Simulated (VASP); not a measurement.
# LiSi2C2 (Cm) in VASP: a series of runs, part 2 of 2

VASP 6.6.1. Earlier steps stand in the parts before.

### 3 Relaxation of cell and atoms, PBE

File INCAR:

```
SYSTEM = LiSi2C2
  PREC = Accurate
  ENCUT = 600
  EDIFF = 1E-6
  ISMEAR = 0
  SIGMA = 0.1
  LREAL = .FALSE.
  LASPH = .TRUE.
  NELM = 60
  ALGO = Normal
  ISIF = 3
  LWAVE = .FALSE.
  LCHARG = .FALSE.
  GGA = PE
  IBRION = 2
  NSW = 90
  EDIFFG = -0.04
```

File KPOINTS:

```
Automatic mesh
0
G
  6 6 4
  0 0 0
```

File POSCAR:

```
LiSi2C2
1.0
    2.9203300000     -2.0546970600      0.0000000000
    2.9203300000      2.0546970600      0.0000000000
    0.0000000000      0.0000000000      4.1093941300
Li Si C
1 2 2
Direct
    0.8582508400      0.8582508400      0.5297740000
    0.5000000000      0.5000000000      0.2797740000
    0.5000000000      0.5000000000      0.7202260000
    0.1839420200      0.8160579800      0.0000000000
    0.8160579800      0.1839420200      0.0000000000
```

Potentials or basis: VASP PAW PBE potentials, release 64 (Li_sv, Si, C).

Command:

```
> cat potpaw_PBE.64/Li_sv/POTCAR potpaw_PBE.64/Si/POTCAR potpaw_PBE.64/C/POTCAR > POTCAR
> mpirun -np 1 vasp_std > vasp.out
```

OUTCAR:

```text
SYSTEM = LiSi2C2
   PREC = Accurate
   ENCUT = 600
   EDIFF = 1E-6
   ISMEAR = 0
   LREAL = .FALSE.
   LASPH = .TRUE.
   NELM = 60
   ISIF = 3
   GGA = PE
   IBRION = 2
   NSW = 90
   EDIFFG = -0.04

 ion  position               nearest neighbor table
   1  0.858  0.858  0.530-   4 2.23   5 2.23   3 2.23   2 2.33   3 2.35   3 2.35   2 2.44   2 2.44

   2  0.500  0.500  0.280-   4 1.73   5 1.73   3 1.81   3 2.30   1 2.33   1 2.44   1 2.44
   3  0.500  0.500  0.720-   4 1.73   5 1.73   2 1.81   1 2.23   2 2.30   1 2.35   1 2.35
   4  0.184  0.816  0.000-   5 1.51   3 1.73   2 1.73   1 2.23
   5  0.816  0.184  0.000-   4 1.51   3 1.73   2 1.73   1 2.23

  LATTYP: Found a base centered orthorhombic cell.
 ALAT       =     4.1093941200
 B/A-ratio  =     1.4212946798
 C/A-ratio  =     1.0000000024

  Lattice vectors:

 A1 = (  -2.9203300000,  -2.0546970600,   0.0000000000)
 A2 = (   2.9203300000,  -2.0546970600,   0.0000000000)
 A3 = (   0.0000000000,   0.0000000000,   4.1093941300)

Analysis of symmetry for initial positions (statically):
=====================================================================
 Subroutine PRICEL returns:
 Original cell was already a primitive cell.

 Routine SETGRP: Setting up the symmetry group for a
 base centered orthorhombic supercell.

 Subroutine GETGRP returns: Found  2 space group operations
 (whereof  2 operations were pure point group operations)
 out of a pool of  8 trial point group operations.

The static configuration has the point symmetry C_1h.

Analysis of symmetry for dynamics (positions and initial velocities):
=====================================================================
 Subroutine PRICEL returns:
 Original cell was already a primitive cell.

 Routine SETGRP: Setting up the symmetry group for a
 base centered orthorhombic supercell.

 Subroutine GETGRP returns: Found  2 space group operations
 (whereof  2 operations were pure point group operations)
 out of a pool of  8 trial point group operations.

The dynamic configuration has the point symmetry C_1h.

 Subroutine INISYM returns: Found  2 space group operations
 (whereof  2 operations are pure point group operations),
 and found     1 'primitive' translations

----------------------------------------------------------------------------------------

                                     Primitive cell

  volume of cell :      49.3160

  direct lattice vectors                    reciprocal lattice vectors
     2.920330000 -2.054697060  0.000000000     0.171213527 -0.243344875  0.000000000
     2.920330000  2.054697060  0.000000000     0.171213527  0.243344875  0.000000000
     0.000000000  0.000000000  4.109394130     0.000000000  0.000000000  0.243344875

  length of vectors
     3.570729242  3.570729242  4.109394130     0.297541258  0.297541258  0.243344875

  position of ions in fractional coordinates (direct lattice)
     0.858250840  0.858250840  0.529774000
     0.500000000  0.500000000  0.279774000
     0.500000000  0.500000000  0.720226000
     0.183942020  0.816057980  0.000000000
     0.816057980  0.183942020  0.000000000

  ion indices of the primitive-cell ions
   primitive index   ion index
                 1           1
                 2           2
                 3           3
                 4           4
                 5           5

[... 74 lines left out ...]
   NSW    =     90    number of steps for IOM
   IBRION =      2    ionic relax: 0-MD 1-quasi-New 2-CG
   NFREE  =      1    steps in history (QN), initial steepest desc. (CG)
   ISIF   =      3    stress and relaxation
   ISYM   =      2    0-nonsym 1-usesym 2-fastsym
   POTIM  = 0.5000    time-step for ionic-motion
   TEBEG  =    0.0;   TEEND  =   0.0 temperature during run
   PSTRESS=    0.0 pullay stress
   NELECT =      19.0000    total number of electrons
   NUPDOWN=      -1.0000    fix difference up-down
   EMIN   =  10.00;   EMAX   =-10.00  energy-range for DOS
   EFERMI =   0.00;   METHOD = LEGACY
   ISMEAR =     0;   SIGMA  =   0.10  broadening in eV -4-tet -1-fermi 0-gaus
   EFERMI_NEDOS =   21; number of points for ismear=-14 and -15
   IALGO  =     38    algorithm
   IMIX   =      4    mixing-type and parameters
     AMIX     =   0.40;   BMIX     =  1.00
     AMIX_MAG =   1.60;   BMIX_MAG =  1.00
  volume/ion in A,a.u.               =       9.86        66.56
  Fermi-wavevector in a.u.,A,eV,Ry     =   1.191233  2.251105 19.307170  1.419037
  Thomas-Fermi vector in A             =   2.327300
   LORBIT       =      0    0 simple, 1 ext, 2 COOP (PROOUT), +10 PAW based schemes
   GGA     = PE    functional components
   LHFCALC =     F    Hartree Fock is set to
   AEXX    =    0.0000 exact exchange contribution
   IVDW    =     0    specifies the selected vdW correction
   LEPSILON=     F    determine dielectric tensor
   LRPA    =     F    only Hartree local field effects (RPA)
 conjugate gradient relaxation of ions
 non-spin polarized calculation
 Gauss-broadening in eV      SIGMA  =   0.10
  energy-cutoff  :      600.00
  volume of cell :       49.32
 maximum number of plane-waves:      1664
 NGX is ok and might be reduce to    30
   NGX = 15   NGY = 15   NGZ = 17

--------------------------------------- Ionic step        1  -------------------------------------------

 number of electron      19.0000006 magnetization

 Free energy of the ion-electron system (eV)
  ---------------------------------------------------
  ext. energy  EPLUGINS =         0.00000000
  ---------------------------------------------------
  free energy    TOTEN  =       -24.58885378 eV

  energy without entropy =      -24.58318591  energy(sigma->0) =      -24.58601984

------------------------ aborting loop because EDIFF is reached ----------------------------------------

  FORCE on cell =-STRESS in cart. coord.  units (eV):
  Direction    XX          YY          ZZ          XY          YZ          ZX
  --------------------------------------------------------------------------------------
  -------------------------------------------------------------------------------------
  Total        8.7129053      7.3358872     36.1475438      0.0000000      0.0000000     -0.0961023
  in kB      283.0649236    238.3283498   1174.3616309      0.0000000      0.0000000     -3.1221708
  external PRESSURE =     565.2516348 kB  Pullay stress =       0.0000000 kB
[... 98 lines left out ...]
  FREE ENERGIE OF THE ION-ELECTRON SYSTEM (eV)
  ---------------------------------------------------
  free  energy   TOTEN  =       -26.5346423827 eV

  energy  without entropy=      -26.5249461555  energy(sigma->0) =      -26.52979427

 E-fermi :   6.2547     XC(G=0): -10.0007

 val. band max:        6.2267479824   @ k =   0.3333   0.1667   0.5000
 cond. band min:       6.2642300682   @ k =   0.3333   0.3333   0.0000
 fundamental gap:      0.0374820858
 Fermi energy:         6.2546550599

 k-point     1 :       0.0000    0.0000    0.0000
  band No.  band energies     occupation
      1     -40.4314      2.00000
      2      -9.8430      2.00000
      3      -3.7761      2.00000
      4      -2.6013      2.00000
      5      -2.0550      2.00000
      6      -1.1812      2.00000
      7       3.1570      2.00000
      8       4.1635      2.00000
      9       6.0925      1.97819
     10       6.6211      0.00000
     11       7.6588      0.00000
     12       8.0753      0.00000
     13       9.5993      0.00000
[... 356 lines left out ...]
      2      -8.6104      2.00000
      3      -6.5753      2.00000
      4      -2.6223      2.00000
      5       0.0404      2.00000
      6       0.3187      2.00000
      7       1.0452      2.00000
      8       2.6266      2.00000
      9       4.2338      2.00000
     10       5.8582      2.00000
     11       6.8984      0.00000
     12       9.1220      0.00000
     13      10.3597      0.00000

 [... further k-points ...]

[... ionic steps 4 to 67 ...]

--------------------------------------- Ionic step       68  -------------------------------------------

 number of electron      18.9999997 magnetization

------------------------ aborting loop because EDIFF is reached ----------------------------------------
[... 73 lines left out ...]
--------------------------------------- Ionic step       70  -------------------------------------------

 number of electron      18.9999996 magnetization

 Free energy of the ion-electron system (eV)
  ---------------------------------------------------
  ext. energy  EPLUGINS =         0.00000000
  ---------------------------------------------------
  free energy    TOTEN  =       -28.96909638 eV

  energy without entropy =      -28.96124497  energy(sigma->0) =      -28.96517068

 E-fermi :   4.5437     XC(G=0):  -9.0708

 val. band max:        4.5400479624   @ k =   0.1667   0.0000   0.0000
 cond. band min:       4.6415479752   @ k =  -0.3333   0.3333   0.0000
 fundamental gap:      0.1015000128
 Fermi energy:         4.5437162476

 k-point     1 :       0.0000    0.0000    0.0000
  band No.  band energies     occupation
      1     -42.2013      2.00000
      2     -11.1232      2.00000
      3      -5.1538      2.00000
      4      -3.6561      2.00000
      5      -2.8778      2.00000
      6      -1.6630      2.00000
      7       0.0036      2.00000
      8       2.9115      2.00000
      9       3.5686      2.00000
     10       4.4042      1.95151
     11       5.7744      0.00000
     12       7.2420      0.00000
     13       7.8812      0.00000
[... 400 lines left out ...]
  FREE ENERGIE OF THE ION-ELECTRON SYSTEM (eV)
  ---------------------------------------------------
  free  energy   TOTEN  =       -28.9690963780 eV

  energy  without entropy=      -28.9612449725  energy(sigma->0) =      -28.96517068

 reached required accuracy - stopping structural energy minimisation
```

CONTCAR:

```text
LiSi2C2
   1.00000000000000
     4.0588811702563072   -2.0193975938272017   -0.3869838105139496
     4.0588811702563072    2.0193975938272017   -0.3869838105139496
    -0.4986808335240411    0.0000000000000000    4.6414178529254544
  Li              Si              C
     1     2     2
Direct
     0.8348897199100814    0.8348897199100814    0.5690243956386649
     0.4525779479790677    0.4525779479790677    0.2371584999599031
     0.5646580861318994    0.5646580861318994    0.7473921092094010
     0.1741956103618449    0.8319294756171032    0.9880994975960172
     0.8319294756171032    0.1741956103618450    0.9880994975960171

  0.00000000E+00  0.00000000E+00  0.00000000E+00
  0.00000000E+00  0.00000000E+00  0.00000000E+00
  0.00000000E+00  0.00000000E+00  0.00000000E+00
  0.00000000E+00  0.00000000E+00  0.00000000E+00
  0.00000000E+00  0.00000000E+00  0.00000000E+00
```

Wall time 9.7 min (1 thread of Intel Xeon Platinum 8559C (Emerald Rapids), shared host); peak memory 0.19 GiB.

Results:

- Free energy: -28.9691 eV
- Relaxed volume: 15.06 Å³/atom
- Relaxed cell: a = 4.550 Å, b = 4.550 Å, c = 4.668 Å, α = 100.36°, β = 100.36°, γ = 52.70°
- Space group after relaxing (to 0.05 Å): Cm (No. 8)
- Energy gained by relaxing: 876.0 meV/atom
- Ionic steps: 70
- Pressure after relaxing: 0.0 GPa
- Largest force after relaxing: 0.039 eV/Å

Forces in eV/Å, atoms in the order of the input:
```
Li  -0.036  0.000 -0.015
Si   0.013  0.000  0.023
Si  -0.026  0.000 -0.009
C    0.025 -0.022  0.000
C    0.025  0.022  0.000
```

Stress tensor (GPa, compression positive):
```
-0.10  0.00  0.04
 0.00  0.16  0.00
 0.04  0.00 -0.08
```

Step by step:
```
step  energy change (eV)  largest force (eV/Å)  pressure (GPa)  volume (Å³)
   1              0.0000                8.2569           56.53        49.32
   3             -1.9458                6.7928           17.77        58.86
   5             -2.2151                5.9281           25.55        54.68
   7             -2.3696                1.9141          -11.95        74.03
   9             -3.2425                2.2534           -1.84        63.11
  11             -3.5070                1.5060           -0.59        63.44
  13             -3.6380                0.4361            5.29        63.31
  15             -3.8976                1.5634           -0.30        72.40
  17             -3.9537                0.7089           -1.51        74.43
  19             -4.0055                0.7229            1.04        74.89
  21             -4.0524                0.7760           -0.18        76.24
  23             -4.0746                0.4882           -1.33        76.85
  25             -4.1024                0.3602            0.15        76.45
  27             -4.1069                0.3896            0.21        76.48
  29             -4.1189                0.3867           -0.75        76.77
  31             -4.1300                0.2950            0.26        76.30
  33             -4.1333                0.2397            0.63        76.20
  35             -4.1396                0.2937           -0.32        76.60
  37             -4.1479                0.7047           -0.55        76.71
  39             -4.1550                0.7202           -0.42        76.69
  41             -4.1824                0.7758            0.06        76.59
  43             -4.1891                0.7990            0.19        76.53
  45             -4.2080                0.7468            0.49        76.57
  47             -4.2640                0.6370           -0.51        77.11
  49             -4.2731                0.9179           -1.15        77.38
  51             -4.3120                1.0519           -0.50        76.94
  53             -4.3480                0.4003            1.24        76.24
  55             -4.3596                0.2436           -0.39        76.82
  57             -4.3657                0.3658           -0.13        76.39
  59             -4.3669                0.4806           -0.01        76.20
  61             -4.3723                0.2566            0.27        75.88
  63             -4.3757                0.1701            0.71        75.36
  65             -4.3788                0.0832           -0.11        75.47
  67             -4.3793                0.0750           -0.13        75.44
  69             -4.3800                0.0505            0.04        75.31
  70             -4.3802                0.0389           -0.01        75.31
```

Final structure:
```
Li Si C
1.0
     4.05888   -2.01940   -0.38698
     4.05888    2.01940   -0.38698
    -0.49868    0.00000    4.64142
Li Si C
1 2 2
Direct
  0.83489 0.83489 0.56902
  0.45258 0.45258 0.23716
  0.56466 0.56466 0.74739
  0.17420 0.83193 0.98810
  0.83193 0.17420 0.98810
```

Levels at points of the mesh, in eV from the Fermi level:
```tsv
k point	band 7	band 8	band 9	band 10	band 11	band 12
(0.00, 0.00, 0.00)	-4.54	-1.63	-0.98	-0.14	1.23	2.70
(0.50, 0.00, 0.00)	-4.55	-3.75	-3.09	-0.01	1.27	1.63
(0.50, 0.50, 0.00)	-5.81	-1.52	-0.70	0.89	1.93	2.42
(0.00, 0.00, 0.50)	-3.09	-2.55	-2.29	1.46	1.61	2.69
(0.50, 0.00, 0.50)	-3.93	-2.84	-1.71	-0.11	1.72	2.71
(0.50, 0.50, 0.50)	-3.18	-2.89	-2.63	2.10	2.28	3.00
```

Caveat: the k points lie up to 0.34 Å⁻¹ apart in the final cell; the cutoff is under 1.25 times the usual one of these potentials, so pressure, stress and relaxed cells hold a basis-set (Pulay) error; the volume moved by over 15 % at a fixed basis, so the end points are rough.
